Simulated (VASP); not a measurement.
# Zn (P6_3/mmc) in VASP: a series of runs

Zn is run at these levels: PBE; tasks: single point.

Program: VASP 6.6.1. These are calculated values, not measurements. Logs are shortened: lines on timing, memory, paths and dates and some standing lists are left out, and cuts for length are marked.

## 1. The cell of the first run

It takes space group P6_3/mmc (No. 194, hexagonal). Conventional cell: a = 2.656 Å, b = 2.656 Å, c = 4.962 Å, α = 90.00°, β = 90.00°, γ = 120.00°. Within 3.5 Å of Zn (site symmetry -6m2) lie 12 Zn at 2.66 to 2.92 Å.

## 2. Single point, PBE

INCAR reads:

```
SYSTEM = Zn
PREC = Accurate
ENCUT = 520
EDIFF = 1E-6
ISMEAR = 1
SIGMA = 0.2
LREAL = .FALSE.
LASPH = .TRUE.
NELM = 60
ALGO = Normal
ISIF = 2
LWAVE = .FALSE.
LCHARG = .TRUE.
GGA = PE
LELF = .TRUE.
LVHAR = .TRUE.
NBANDS = 19
```

KPOINTS reads:

```
Automatic mesh
0
G
  14 14 7
  0 0 0
```

POSCAR reads:

```
Zn
1.0
    2.6556370042      0.0000000000      0.0000000000
   -1.3278185021      2.2998491089      0.0000000000
    0.0000000000      0.0000000000      4.9624616040
Zn
2
Direct
    0.3333333333      0.6666666667      0.2500000000
    0.6666666667      0.3333333333      0.7500000000
```

Potentials or basis: VASP PAW PBE potentials, release 64 (Zn).

Started as:

```sh
cat potpaw_PBE.64/Zn/POTCAR > POTCAR
mpirun -np 1 vasp_std > vasp.out
```

OUTCAR:

```text
SYSTEM = Zn
   PREC = Accurate
   ENCUT = 520
   EDIFF = 1E-6
   ISMEAR = 1
   LREAL = .FALSE.
   LASPH = .TRUE.
   NELM = 60
   ISIF = 2
   GGA = PE

 ion  position               nearest neighbor table
   1  0.333  0.667  0.250-   2 2.92   2 2.92   2 2.92   2 2.92   2 2.92   2 2.92
   2  0.667  0.333  0.750-   1 2.92   1 2.92   1 2.92   1 2.92   1 2.92   1 2.92

  LATTYP: Found a hexagonal cell.
 ALAT       =     2.6556370042
 C/A-ratio  =     1.8686520771

  Lattice vectors:

 A1 = (   2.6556370042,   0.0000000000,   0.0000000000)
 A2 = (  -1.3278185021,   2.2998491089,   0.0000000000)
 A3 = (   0.0000000000,   0.0000000000,   4.9624616040)

Analysis of symmetry for initial positions (statically):
=====================================================================
 Subroutine PRICEL returns:
 Original cell was already a primitive cell.

 Routine SETGRP: Setting up the symmetry group for a
 hexagonal supercell.

 Subroutine GETGRP returns: Found 24 space group operations
 (whereof 12 operations were pure point group operations)
 out of a pool of 24 trial point group operations.

The static configuration has the point symmetry D_3d.
 The point group associated with its full space group is D_6h.

Analysis of symmetry for dynamics (positions and initial velocities):
=====================================================================
 Subroutine PRICEL returns:
 Original cell was already a primitive cell.

 Routine SETGRP: Setting up the symmetry group for a
 hexagonal supercell.

 Subroutine GETGRP returns: Found 24 space group operations
 (whereof 12 operations were pure point group operations)
 out of a pool of 24 trial point group operations.

The dynamic configuration has the point symmetry D_3d.
 The point group associated with its full space group is D_6h.

 Subroutine INISYM returns: Found 24 space group operations
 (whereof 12 operations are pure point group operations),
 and found     1 'primitive' translations

----------------------------------------------------------------------------------------

                                     Primitive cell

  volume of cell :      30.3086

  direct lattice vectors                    reciprocal lattice vectors
     2.655637004  0.000000000  0.000000000     0.376557488  0.217405567  0.000000000
    -1.327818502  2.299849109  0.000000000     0.000000000  0.434811134  0.000000000
     0.000000000  0.000000000  4.962461604     0.000000000  0.000000000  0.201512894

  length of vectors
     2.655637004  2.655637004  4.962461604     0.434811134  0.434811134  0.201512894

  position of ions in fractional coordinates (direct lattice)
     0.333333333  0.666666667  0.250000000
     0.666666667  0.333333333  0.750000000

  ion indices of the primitive-cell ions
   primitive index   ion index
                 1           1
                 2           2

----------------------------------------------------------------------------------------

 KPOINTS: Automatic mesh

Automatic generation of k-mesh.
 Grid dimensions read from file:
 generate k-points for:   14   14    7

 Generating k-lattice:

  Cartesian coordinates                     Fractional coordinates (reciprocal lattice)
     0.026896963  0.015528969  0.000000000     0.071428571  0.000000000  0.000000000
     0.000000000  0.031057938  0.000000000     0.000000000  0.071428571  0.000000000
     0.000000000  0.000000000  0.028787556     0.000000000  0.000000000  0.142857143

  Length of vectors
     0.031057938  0.031057938  0.028787556

  Shift w.r.t. Gamma in fractional coordinates (k-lattice)
     0.000000000  0.000000000  0.000000000

 Subroutine IBZKPT returns following result:
 ===========================================

 Found     96 irreducible k-points:

 Following reciprocal coordinates:
            Coordinates               Weight
  0.000000  0.000000  0.000000      1.000000
  0.071429  0.000000  0.000000      6.000000
  0.142857  0.000000  0.000000      6.000000
  0.214286 -0.000000  0.000000      6.000000
  0.285714  0.000000  0.000000      6.000000
  0.357143  0.000000  0.000000      6.000000
[... 16 lines left out ...]
  0.285714  0.285714  0.000000      6.000000
  0.357143  0.285714  0.000000      6.000000
 [... further k-points ...]
   k-points           NKPTS =     96   k-points in BZ     NKDIM =     96   number of bands    NBANDS=     19
   number of dos      NEDOS =    301   number of ions     NIONS =      2
   total plane-waves  NPLWV =  16000
   dimension x,y,z NGX =    20 NGY =   20 NGZ =   40
   dimension x,y,z NGXF=    40 NGYF=   40 NGZF=   80
   ions per type =               2
   NGX,Y,Z   is equivalent  to a cutoff of  12.52, 12.52, 13.40 a.u.
   NGXF,Y,Z  is equivalent  to a cutoff of  25.04, 25.04, 26.80 a.u.
 SYSTEM =  Zn
   PREC   = accura    normal or accurate (medium, high low for compatibility)
   ISTART =      0    job   : 0-new  1-cont  2-samecut
   ICHARG =      2    charge: 1-file 2-atom 10-const
   ISPIN  =      1    spin polarized calculation?
   LNONCOLLINEAR =      F non collinear calculations
   LSORBIT =      F    spin-orbit coupling
   LASPH  =      T    aspherical Exc in radial PAW
   ENCUT  =  520.0 eV  38.22 Ry    6.18 a.u.   4.94  4.94  9.23*2*pi/ulx,y,z
   NELM   =     60;   NELMIN=  2; NELMDL= -5     # of ELM steps
   EDIFF  = 0.1E-05   stopping-criterion for ELM
   LREAL  =      F    real-space projection
   EDIFFG = 0.1E-04   stopping-criterion for IOM
   NSW    =      0    number of steps for IOM
   IBRION =     -1    ionic relax: 0-MD 1-quasi-New 2-CG
   NFREE  =      0    steps in history (QN), initial steepest desc. (CG)
   ISIF   =      2    stress and relaxation
   ISYM   =      2    0-nonsym 1-usesym 2-fastsym
   POTIM  = 0.5000    time-step for ionic-motion
   TEBEG  =    0.0;   TEEND  =   0.0 temperature during run
   PSTRESS=    0.0 pullay stress
   NELECT =      24.0000    total number of electrons
   NUPDOWN=      -1.0000    fix difference up-down
   EMIN   =  10.00;   EMAX   =-10.00  energy-range for DOS
   EFERMI =   0.00;   METHOD = LEGACY
   ISMEAR =     1;   SIGMA  =   0.20  broadening in eV -4-tet -1-fermi 0-gaus
   EFERMI_NEDOS =   21; number of points for ismear=-14 and -15
   IALGO  =     38    algorithm
   IMIX   =      4    mixing-type and parameters
     AMIX     =   0.40;   BMIX     =  1.00
     AMIX_MAG =   1.60;   BMIX_MAG =  1.00
  volume/ion in A,a.u.               =      15.15       102.27
  Fermi-wavevector in a.u.,A,eV,Ry     =   1.514573  2.862128 31.210826  2.293931
  Thomas-Fermi vector in A             =   2.624212
   LORBIT       =      0    0 simple, 1 ext, 2 COOP (PROOUT), +10 PAW based schemes
   GGA     = PE    functional components
   LHFCALC =     F    Hartree Fock is set to
   AEXX    =    0.0000 exact exchange contribution
   IVDW    =     0    specifies the selected vdW correction
   LEPSILON=     F    determine dielectric tensor
   LRPA    =     F    only Hartree local field effects (RPA)
 non-spin polarized calculation
 Methfessel and Paxton  Order N= 1 SIGMA  =   0.20
  energy-cutoff  :      520.00
  volume of cell :       30.31
 maximum number of plane-waves:       837
 NGX is ok and might be reduce to    20
   NGX =  9   NGY =  9   NGZ = 19

 number of electron      24.0000020 magnetization

 Free energy of the ion-electron system (eV)
  ---------------------------------------------------
  ext. energy  EPLUGINS =         0.00000000
  ---------------------------------------------------
  free energy    TOTEN  =        -2.20467230 eV

  energy without entropy =       -2.20352387  energy(sigma->0) =       -2.20428949

 E-fermi :   3.1062     XC(G=0): -11.5698

 val. band max:        3.0617199272   @ k =   0.2143   0.2143   0.0000
 cond. band min:       3.1419191200   @ k =   0.2857   0.1429   0.0000
 fundamental gap:      0.0801991929
 Fermi energy:         3.1061852711

 k-point     1 :       0.0000    0.0000    0.0000
  band No.  band energies     occupation
      1      -7.2950      2.00000
      2      -5.5022      2.00000
      3      -4.7987      2.00000
      4      -4.5595      2.00000
      5      -4.5595      2.00000
      6      -4.5108      2.00000
[... 11 lines left out ...]
     18      22.3802      0.00000
     19      22.3821      0.00000

 k-point     2 :       0.0714    0.0000    0.0000
  band No.  band energies     occupation
      1      -7.1425      2.00000
      2      -5.4353      2.00000
      3      -4.7828      2.00000
      4      -4.5747      2.00000
      5      -4.5271      2.00000
      6      -4.5235      2.00000
[... 11 lines left out ...]
     18      21.2629      0.00000
     19      23.5213      0.00000

 k-point     3 :       0.1429    0.0000    0.0000
  band No.  band energies     occupation
      1      -6.6958      2.00000
      2      -5.2665      2.00000
      3      -4.7532      2.00000
      4      -4.6066      2.00000
      5      -4.5421      2.00000
      6      -4.4213      2.00000
[... 11 lines left out ...]
     18      20.0306      0.00000
     19      21.4687      0.00000

 k-point     4 :       0.2143   -0.0000    0.0000
  band No.  band energies     occupation
      1      -6.0138      2.00000
      2      -5.1131      2.00000
      3      -4.7142      2.00000
      4      -4.6325      2.00000
      5      -4.5707      2.00000
      6      -4.4343      2.00000
[... 11 lines left out ...]
     18      19.0193      0.00000
     19      19.0742      0.00000

 k-point     5 :       0.2857    0.0000    0.0000
  band No.  band energies     occupation
      1      -5.3926      2.00000
      2      -5.1105      2.00000
      3      -4.7779      2.00000
      4      -4.6220      2.00000
      5      -4.4850      2.00000
      6      -4.4067      2.00000
[... 11 lines left out ...]
     18      18.3725      0.00000
     19      19.6161      0.00000
[... 334 lines left out ...]
      2      -4.9297      2.00000
      3      -4.8478      2.00000
      4      -4.5857      2.00000
      5      -4.4959      2.00000
      6      -4.4388      2.00000
[... 11 lines left out ...]
     18      12.9510      0.00000
     19      14.4709      0.00000

 k-point    22 :       0.3571    0.2143    0.0000
  band No.  band energies     occupation
      1      -4.9746      2.00000
      2      -4.9528      2.00000
      3      -4.8629      2.00000
      4      -4.5692      2.00000
      5      -4.5083      2.00000
      6      -4.4144      2.00000
[... 11 lines left out ...]
     18      12.6356      0.00000
     19      14.1370      0.00000

 k-point    23 :       0.2857    0.2857    0.0000
  band No.  band energies     occupation
      1      -4.9230      2.00000
      2      -4.8347      2.00000
      3      -4.7748      2.00000
      4      -4.5948      2.00000
      5      -4.5301      2.00000
      6      -4.5050      2.00000
[... 11 lines left out ...]
     18      11.0111      0.00000
     19      12.7804      0.00000

 k-point    24 :       0.3571    0.2857    0.0000
  band No.  band energies     occupation
      1      -4.9159      2.00000
      2      -4.8001      2.00000
      3      -4.7376      2.00000
      4      -4.5716      2.00000
      5      -4.5690      2.00000
      6      -4.5606      2.00000
[... 11 lines left out ...]
     18      10.3662      0.00000
     19      12.3255      0.00000

 [... further k-points ...]
[... 5 lines left out ...]
  --------------------------------------------------------------------------------------
  -------------------------------------------------------------------------------------
  Total        0.1866738      0.1866738     -0.1204182      0.0000000      0.0000000      0.0000000
  in kB        9.8679912      9.8679912     -6.3655749      0.0000000      0.0000000      0.0000000
  external PRESSURE =       4.4568025 kB  Pullay stress =       0.0000000 kB

 VOLUME and BASIS-vectors are now :
 -----------------------------------------------------------------------------
  energy-cutoff  :      520.00
  volume of cell :       30.31
      direct lattice vectors                 reciprocal lattice vectors
     2.655637004  0.000000000  0.000000000     0.376557488  0.217405567  0.000000000
    -1.327818502  2.299849109  0.000000000     0.000000000  0.434811134  0.000000000
     0.000000000  0.000000000  4.962461604     0.000000000  0.000000000  0.201512894

 POSITION                                       TOTAL-FORCE (eV/Angst)
 -----------------------------------------------------------------------------------
     -0.00000      1.53323      1.24062         0.000000     -0.000000      0.000000
      1.32782      0.76662      3.72185        -0.000000      0.000000      0.000000
 -----------------------------------------------------------------------------------
    total drift:                               -0.000000      0.000000      0.000000

  FREE ENERGIE OF THE ION-ELECTRON SYSTEM (eV)
  ---------------------------------------------------
  free  energy   TOTEN  =        -2.2046722957 eV

  energy  without entropy=       -2.2035238674  energy(sigma->0) =       -2.20428949
```

Run time: 53 s. Hardware: 1 thread of AMD EPYC 7R13, shared host; peak memory 0.14 GiB.

What came out:

```
Free energy            : -2.2047 eV
Pressure               : 0.4 GPa
Band gap on the k mesh : zero (bands 12 and 13 overlap by 4.57 eV)
```

Stress tensor (GPa, compression positive):
```
 0.99  0.00  0.00
 0.00  0.99  0.00
 0.00  0.00 -0.64
```

## 3. Single point, PBE

INCAR reads:

```
PREC     = Accurate       # precision mode
ENCUT    = 520            # plane-wave cutoff, eV
EDIFF    = 1E-7           # SCF threshold, eV
ISMEAR   = 1              # smearing method
SIGMA    = 0.3            # smearing width, eV
LREAL    = False          # projectors in reciprocal space
LASPH    = True           # aspherical terms in the spheres
NELM     = 60             # most SCF steps
ALGO     = Normal         # electronic algorithm
ISIF     = 2              # what is computed and relaxed
LWAVE    = False          # write WAVECAR
LCHARG   = True           # write CHGCAR
GGA      = PE             # functional
LELF     = True           # ELF
LVHAR    = True         
NBANDS   = 19             # bands
```

KPOINTS reads:

```
regular mesh
0
Gamma
  14 14 7
```

POSCAR is that of step 2.

Potentials or basis: VASP PAW PBE potentials, release 64 (Zn).

Started as:

```sh
cat potpaw_PBE.64/Zn/POTCAR > POTCAR
mpirun -np 1 vasp_std > vasp.out
```

OUTCAR:

```text
PREC = Accurate
   ENCUT = 520
   EDIFF = 1E-7
   ISMEAR = 1
   LREAL = False
   LASPH = True
   NELM = 60
   ISIF = 2
   GGA = PE

 ion  position               nearest neighbor table
   1  0.333  0.667  0.250-   2 2.92   2 2.92   2 2.92   2 2.92   2 2.92   2 2.92
   2  0.667  0.333  0.750-   1 2.92   1 2.92   1 2.92   1 2.92   1 2.92   1 2.92

  LATTYP: Found a hexagonal cell.
 ALAT       =     2.6556370042
 C/A-ratio  =     1.8686520771

  Lattice vectors:

 A1 = (   2.6556370042,   0.0000000000,   0.0000000000)
[... 191 lines left out ...]
      3      -4.7988      2.00000
      4      -4.5590      2.00000
      5      -4.5590      2.00000
      6      -4.5103      2.00000
[... 505 lines left out ...]
      6      -4.5606      2.00000
[... 11 lines left out ...]
     18      10.3668      0.00000
     19      12.3253      0.00000

 [... further k-points ...]
[... 5 lines left out ...]
  --------------------------------------------------------------------------------------
  -------------------------------------------------------------------------------------
  Total        0.1539467      0.1539467     -0.0625076      0.0000000     -0.0000000      0.0000000
  in kB        8.1379622      8.1379622     -3.3042888      0.0000000     -0.0000000      0.0000000
  external PRESSURE =       4.3238785 kB  Pullay stress =       0.0000000 kB

 VOLUME and BASIS-vectors are now :
 -----------------------------------------------------------------------------
  energy-cutoff  :      520.00
  volume of cell :       30.31
      direct lattice vectors                 reciprocal lattice vectors
     2.655637004  0.000000000  0.000000000     0.376557488  0.217405567  0.000000000
    -1.327818502  2.299849109  0.000000000     0.000000000  0.434811134  0.000000000
     0.000000000  0.000000000  4.962461604     0.000000000  0.000000000  0.201512894

 POSITION                                       TOTAL-FORCE (eV/Angst)
 -----------------------------------------------------------------------------------
     -0.00000      1.53323      1.24062        -0.000000     -0.000000      0.000000
      1.32782      0.76662      3.72185         0.000000      0.000000      0.000000
 -----------------------------------------------------------------------------------
    total drift:                               -0.000000      0.000000      0.000000

  FREE ENERGIE OF THE ION-ELECTRON SYSTEM (eV)
  ---------------------------------------------------
  free  energy   TOTEN  =        -2.2051281507 eV

  energy  without entropy=       -2.2041029157  energy(sigma->0) =       -2.20478641
```

stdout:

```text
POSCAR found type information on POSCAR Zn
 POSCAR found :  1 types and       2 ions
 scaLAPACK will be used
 LDA part: xc-table for (Slater+PW92), standard interpolation
 POSCAR, INCAR and KPOINTS ok, starting setup
 FFT: planning ... GRIDC
 FFT: planning ... GRID_SOFT
 FFT: planning ... GRID
 WAVECAR not read
 entering main loop
```

Wall time 64 s (1 thread of AMD EPYC 7R13, shared host); peak memory 0.14 GiB.

Results:

| Property | Result |
| --- | --- |
| Free energy | -2.2051 eV |
| Pressure | 0.4 GPa |
| Band gap on the k mesh | zero (bands 12 and 13 overlap by 4.57 eV) |

Stress tensor (GPa, compression positive):
```
 0.81  0.00  0.00
 0.00  0.81  0.00
 0.00  0.00 -0.33
```

Caveat: so wide a smearing shifts energies and pressures.

## 4. Single point, PBE

INCAR reads:

```
SYSTEM = Zn
ALGO = Normal ; EDIFF = 1E-6
ENCUT = 520 ; GGA = PE
ISIF = 2 ; ISMEAR = 1
LASPH = .True. ; LCHARG = .False.
LREAL = .False. ; LWAVE = .False.
NBANDS = 19 ; NELM = 80
PREC = Accurate ; SIGMA = 0.6
```

KPOINTS reads:

```
k-points
0
Gamma
  14 14 7
  0 0 0
```

POSCAR is that of step 3.

Started as:

```sh
cat potpaw_PBE.64/Zn/POTCAR > POTCAR
mpirun -np 1 vasp_std > vasp.out
```

Wall time 56 s (1 thread of AMD EPYC 7R13, shared host); peak memory 0.14 GiB.

It converged, with:

| Property | Result |
| --- | --- |
| Free energy | -2.2068 eV |
| Pressure | 0.4 GPa |
| Band gap on the k mesh | zero (bands 12 and 13 overlap by 4.57 eV) |

Stress tensor (GPa, compression positive):
```
0.57 0.00 0.00
0.00 0.57 0.00
0.00 0.00 0.21
```

Levels at points of the mesh, in eV from the Fermi level:
```tsv
k point	band 8	band 9	band 10	band 11	band 12	band 13	band 14	band 15	band 16	band 17
(0.00, 0.00, 0.00)	-7.30	-7.30	-7.10	-7.10	-3.67	-3.11	13.44	17.12	17.62	17.62
(0.50, 0.00, 0.00)	-7.11	-6.91	-6.89	-2.82	-2.13	2.60	3.56	4.08	5.71	10.26
```

Caveat: so wide a smearing shifts energies and pressures.

## 5. Summary

| smearing | gap on the mesh (eV) | pressure (GPa) |
| --- | --- | --- |
| methfessel-paxton 0.2 eV | none | 0.4 |
| methfessel-paxton 0.3 eV | none | 0.4 |
| methfessel-paxton 0.6 eV | none | 0.4 |

Alike in all rows: task single point; level PBE; potentials or basis VASP PAW PBE potentials, release 64 (Zn); no spin polarisation; cell as given; k mesh 14 × 14 × 7; cutoff (eV) 520.

Caveats: so wide a smearing shifts energies and pressures (at least some runs).

Total energies depend on the potentials used, so only differences within one code and one set of settings carry meaning.
